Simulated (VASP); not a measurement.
# GaN (F-43m) in VASP: a series of runs, part 2 of 2

VASP 6.6.1. The steps go on from the part before.

### Step 4. Single point, PBEsol-based global hybrid

This run uses another cell than the first one, of 10.76 Å³/atom, 0.940 times its volume.

POSCAR

```
GaN
1.0
    0.0000000000      2.2074978911      2.2074978911
    2.2074978911      0.0000000000      2.2074978911
    2.2074978911      2.2074978911      0.0000000000
Ga N
1 1
Direct
    0.0000000000      0.0000000000      0.0000000000
    0.2500000000      0.2500000000      0.2500000000
```

INCAR.step1

```
ALGO = Normal
EDIFF = 1E-5
ENCUT = 520
GGA = PE
ISIF = 2
ISMEAR = -1
LASPH = True
LCHARG = False
LREAL = False
LWAVE = True
NBANDS = 16
NELM = 100
PREC = Accurate
SIGMA = 0.05
```

INCAR.step2

```
AEXX = 0.25
ALGO = Normal
EDIFF = 1E-6
ENCUT = 520
GGA = PS
ISIF = 2
ISMEAR = -1
ISTART = 1
LASPH = True
LCHARG = False
LHFCALC = True
LREAL = False
LWAVE = False
NBANDS = 16
NELM = 100
PREC = Accurate
PRECFOCK = Normal
SIGMA = 0.05
```

KPOINTS

```
k-points
0
Gamma
  5 5 5
```

Potentials or basis: VASP PAW PBE potentials, release 64 (Ga_d, N).

Run with:

```bash
$ cat potpaw_PBE.64/Ga_d/POTCAR potpaw_PBE.64/N/POTCAR > POTCAR
$ cp INCAR.step1 INCAR
$ mpirun -np 1 vasp_std > vasp.out
$ cp INCAR.step2 INCAR
$ mpirun -np 1 vasp_std > vasp.out
```

OUTCAR:

```text
AEXX = 0.25
   EDIFF = 1E-6
   ENCUT = 520
   GGA = PS
   ISIF = 2
   ISMEAR = -1
   ISTART = 1
   LASPH = True
   LHFCALC = True
   LREAL = False
   NELM = 100
   PREC = Accurate
   PRECFOCK = Normal

 ion  position               nearest neighbor table
   1  0.000  0.000  0.000-   2 1.91   2 1.91   2 1.91   2 1.91
   2  0.250  0.250  0.250-   1 1.91   1 1.91   1 1.91   1 1.91

  LATTYP: Found a face centered cubic cell.
 ALAT       =     4.4149957822

  Lattice vectors:

 A1 = (   0.0000000000,   2.2074978911,   2.2074978911)
 A2 = (   2.2074978911,   0.0000000000,   2.2074978911)
 A3 = (   2.2074978911,   2.2074978911,   0.0000000000)

Analysis of symmetry for initial positions (statically):
=====================================================================
 Subroutine PRICEL returns:
 Original cell was already a primitive cell.

 Routine SETGRP: Setting up the symmetry group for a
 face centered cubic supercell.

 Subroutine GETGRP returns: Found 24 space group operations
 (whereof 24 operations were pure point group operations)
 out of a pool of 48 trial point group operations.

The static configuration has the point symmetry T_d .

Analysis of symmetry for dynamics (positions and initial velocities):
=====================================================================
 Subroutine PRICEL returns:
 Original cell was already a primitive cell.

 Routine SETGRP: Setting up the symmetry group for a
 face centered cubic supercell.

 Subroutine GETGRP returns: Found 24 space group operations
 (whereof 24 operations were pure point group operations)
 out of a pool of 48 trial point group operations.

The dynamic configuration has the point symmetry T_d .

 Subroutine INISYM returns: Found 24 space group operations
 (whereof 24 operations are pure point group operations),
 and found     1 'primitive' translations
[... 103 lines left out ...]
  Thomas-Fermi vector in A             =   2.648388
   LORBIT       =      0    0 simple, 1 ext, 2 COOP (PROOUT), +10 PAW based schemes
   GGA     = PS    functional components
   LHFCALC =     T    Hartree Fock is set to
   PRECFOCK=normal    Normal, Fast or Accurate (Low or Medium for compatibility)
   ENCUT4O =  -1.0   cutoff for four orbital integrals eV
   NKREDX  =     1    reduce k-point grid by
   NKREDY  =     1    reduce k-point grid by
   NKREDZ  =     1    reduce k-point grid by
   AEXX    =    0.2500 exact exchange contribution
   HFSCREEN=    0.0000 screening length (either q_TF or 0.3 A-1)
   HFSCREENC=   0.0000 screening length for correlation (either q_TF or 0.3 A-1)
   ENCUTFOCK=  -1.0 apply spherical cutoff to Coloumb kernel
   IVDW    =     0    specifies the selected vdW correction
   LEPSILON=     F    determine dielectric tensor
   LRPA    =     F    only Hartree local field effects (RPA)
 non-spin polarized calculation
  energy-cutoff  :      520.00
  volume of cell :       21.51
 maximum number of plane-waves:       589
  NGX = 18; NGY = 18; NGZ = 18

 number of electron      18.0000008 magnetization

 Free energy of the ion-electron system (eV)
  ---------------------------------------------------
  ext. energy  EPLUGINS =         0.00000000
  ---------------------------------------------------
  free energy    TOTEN  =       -16.36459325 eV

  energy without entropy =      -16.36459325  energy(sigma->0) =      -16.36459325

 E-fermi :   5.6851     XC(G=0):  -9.5933

 val. band max:        4.6334212634   @ k =   0.0000   0.0000   0.0000
 cond. band min:       8.7950959788   @ k =   0.0000   0.0000   0.0000
 fundamental gap:      4.1616747154
 Fermi energy:         5.6850666518

 k-point     1 :       0.0000    0.0000    0.0000
  band No.  band energies     occupation
      1     -13.3931      2.00000
      2     -10.9688      2.00000
      3     -10.9688      2.00000
      4     -10.9688      2.00000
      5     -10.5839      2.00000
      6     -10.5839      2.00000
[... 167 lines left out ...]
      3     -10.7658      2.00000
      4     -10.6243      2.00000
      5     -10.5558      2.00000
      6      -8.4457      2.00000
[... 8 lines left out ...]
     15      27.2081      0.00000
     16      31.7059      0.00000

------------------------ aborting loop because EDIFF is reached ----------------------------------------

  FORCE on cell =-STRESS in cart. coord.  units (eV):
  Direction    XX          YY          ZZ          XY          YZ          ZX
  --------------------------------------------------------------------------------------
  -------------------------------------------------------------------------------------
  Total        0.9746185      0.9746185      0.9746185      0.0000000      0.0000000     -0.0000000
  in kB       72.5795588     72.5795588     72.5795588      0.0000000      0.0000000     -0.0000000
  external PRESSURE =      72.5795588 kB  Pullay stress =       0.0000000 kB

 VOLUME and BASIS-vectors are now :
 -----------------------------------------------------------------------------
  energy-cutoff  :      520.00
  volume of cell :       21.51
      direct lattice vectors                 reciprocal lattice vectors
     0.000000000  2.207497891  2.207497891    -0.226500783  0.226500783  0.226500783
     2.207497891  0.000000000  2.207497891     0.226500783 -0.226500783  0.226500783
     2.207497891  2.207497891  0.000000000     0.226500783  0.226500783 -0.226500783

 POSITION                                       TOTAL-FORCE (eV/Angst)
 -----------------------------------------------------------------------------------
      0.00000      0.00000      0.00000         0.000000      0.000000     -0.000000
      1.10375      1.10375      1.10375        -0.000000     -0.000000      0.000000
 -----------------------------------------------------------------------------------
    total drift:                               -0.000033     -0.000026     -0.000014

  FREE ENERGIE OF THE ION-ELECTRON SYSTEM (eV)
  ---------------------------------------------------
  free  energy   TOTEN  =       -16.3645932490 eV

  energy  without entropy=      -16.3645932490  energy(sigma->0) =      -16.36459325
```

OSZICAR.step1:

```text
N       E                     dE             d eps       ncg     rms          rms(c)
DAV:   1     0.750754765212E+02    0.75075E+02   -0.94567E+03   360   0.209E+03
DAV:   2    -0.939022132512E+01   -0.84466E+02   -0.80478E+02   392   0.313E+02
DAV:   3    -0.140969803940E+02   -0.47068E+01   -0.46886E+01   344   0.665E+01
DAV:   4    -0.141468917730E+02   -0.49911E-01   -0.49907E-01   424   0.726E+00
DAV:   5    -0.141475546750E+02   -0.66290E-03   -0.66290E-03   336   0.754E-01    0.796E+00
DAV:   6    -0.120235193619E+02    0.21240E+01   -0.49013E+00   488   0.419E+01    0.270E+00
DAV:   7    -0.120354642544E+02   -0.11945E-01   -0.35233E-01   320   0.637E+00    0.179E+00
DAV:   8    -0.120315102320E+02    0.39540E-02   -0.45371E-02   392   0.335E+00    0.654E-01
DAV:   9    -0.120282185766E+02    0.32917E-02   -0.13457E-02   464   0.292E+00    0.165E-01
DAV:  10    -0.120284623170E+02   -0.24374E-03   -0.15159E-03   408   0.606E-01    0.662E-02
DAV:  11    -0.120283803472E+02    0.81970E-04   -0.27184E-04   472   0.238E-01    0.145E-02
DAV:  12    -0.120283853083E+02   -0.49611E-05   -0.27334E-05   336   0.523E-02
   1 F= -.12028385E+02 E0= -.12028385E+02  d E =-.738557E-10
```

It took 11 min on 1 thread of Intel Xeon Platinum 8175M at 2.50GHz (Skylake/Cascade Lake), shared host; peak memory 0.14 GiB.

Results:

| Quantity | Value |
| --- | --- |
| Free energy | -16.3646 eV |
| Pressure | 7.3 GPa |
| Band gap on the k mesh | 4.16 eV, direct |

Caveat: the k points lie up to 0.49 Å⁻¹ apart; the PAW data sets were made with another functional, which shifts forces and pressure a little.

### Step 5. The runs side by side

| level | potentials or basis | spin | cell | k mesh | grid for exact exchange (PRECFOCK) | share of exact exchange | gap on the mesh (eV) | pressure (GPa) |
| --- | --- | --- | --- | --- | --- | --- | --- | --- |
| PBE | VASP PAW PBE potentials, release 64 (Ga_d, N) | off | a = 3.187 Å, angles 60.0°, 2 atoms | 14 × 14 × 14 | - | - | 1.72 | 5.1 |
| LDA | VASP PAW LDA potentials, release 64 (Ga_d, N) | non-collinear, zero start, SOC | a = 3.187 Å, angles 60.0°, 2 atoms | 10 × 10 × 10 | - | - | - | -5.5 |
| PBEsol-based global hybrid | VASP PAW PBE potentials, release 64 (Ga_d, N) | off | a = 3.122 Å, angles 60.0°, 2 atoms | 5 × 5 × 5 | Normal | 0.25 | 4.16 | 7.3 |

Alike in all rows: task single point; cutoff (eV) 520; smearing fermi-dirac 0.05 eV.

Caveats: some runs use coarse meshes; the PAW data sets were made with another functional, which shifts forces and pressure a little (some runs).

Absolute energies hang on the potentials; compare differences alone.
